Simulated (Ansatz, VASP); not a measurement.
ZnS in VASP and in Ansatz

Contents of INCAR:

```
SYSTEM = ZnS
PREC     = Accurate       ! precision mode
ENCUT    = 520            ! plane-wave cutoff, eV
EDIFF    = 1E-7           ! SCF threshold, eV
ISMEAR   = 0              ! smearing method
SIGMA    = 0.05           ! smearing width, eV
LREAL    = .False.        ! projectors in reciprocal space
LASPH    = .True.         ! aspherical terms in the spheres
NELM     = 100            ! most SCF steps
ALGO     = Normal         ! electronic algorithm
ISIF     = 2              ! what is computed and relaxed
LWAVE    = .False.        ! write WAVECAR
LCHARG   = .False.        ! write CHGCAR
GGA      = PE             ! functional
NBANDS   = 26             ! bands
```

Contents of KPOINTS:

```
regular mesh
0
Gamma
  12 12 6
  0 0 0
```

File POSCAR:

```
ZnS
1.0
    3.8109987816      0.0285824909      0.0000000000
   -1.8807462276      3.2861305132      0.0000000000
    0.0000000000      0.0000000000      6.2340000000
Zn S
2 2
Direct
    0.3333333333      0.6666666667      0.0000000000
    0.6666666667      0.3333333333      0.5000000000
    0.3333333333      0.6666666667      0.3850000000
    0.6666666667      0.3333333333      0.8850000000
```

Input for Ansatz:

```yaml
crystal:
  lattice:
    - [3.8109987816, 0.0285824909, 0.0]
    - [-1.8807462276, 3.2861305132, 0.0]
    - [0.0, 0.0, 6.234]
  atoms:
    - { symbol: Zn, position: [0.3333333333, 0.6666666667, 0.0] }
    - { symbol: Zn, position: [0.6666666667, 0.3333333333, 0.5] }
    - { symbol: S, position: [0.3333333333, 0.6666666667, 0.385] }
    - { symbol: S, position: [0.6666666667, 0.3333333333, 0.885] }
basis:
  ecutwfc: 420
kpoints:
  mp_grid: { grid: [12, 12, 6] }
hamiltonian:
  xc: pbe
scf:
  occupations: { method: gaussian, width: 0.05 }
output:
  forces: true
  stress: true
  eigenvalues: true
```

Change from the starting cell: strain +0.0150 x Voigt [0, 0, 0, 0, 0, 1], atoms carried along.

Alike in both runs: task single point; functional PBE; k mesh 12 × 12 × 6; occupations gaussian, width 0.05 eV; no spin polarisation.

|  | VASP | Ansatz |
| --- | --- | --- |
| version | VASP 6.6.1 | Ansatz 0.2.0 |
| potentials or method | VASP PAW PBE potentials, release 64 (Zn, S), cutoff 520 eV | scalar-relativistic, plane waves, PAW |
| valence electrons in the cell | 36 | 36 |

```csv
,VASP,Ansatz,Ansatz less VASP
gap on the k mesh at the Fermi level (eV),2.23,2.23,-0.005
least direct gap on the mesh (eV),2.23,2.23,-0.005
pressure (GPa),2.5,2.3,-0.16
"traceless stress, the component that is largest in VASP (GPa)",-1.39,-1.36,+0.023
rms of the force components (eV/Å),0.196,0.194,-0.0020
```

Atom by atom the forces differ by 0.002 eV/Å (rms over components).
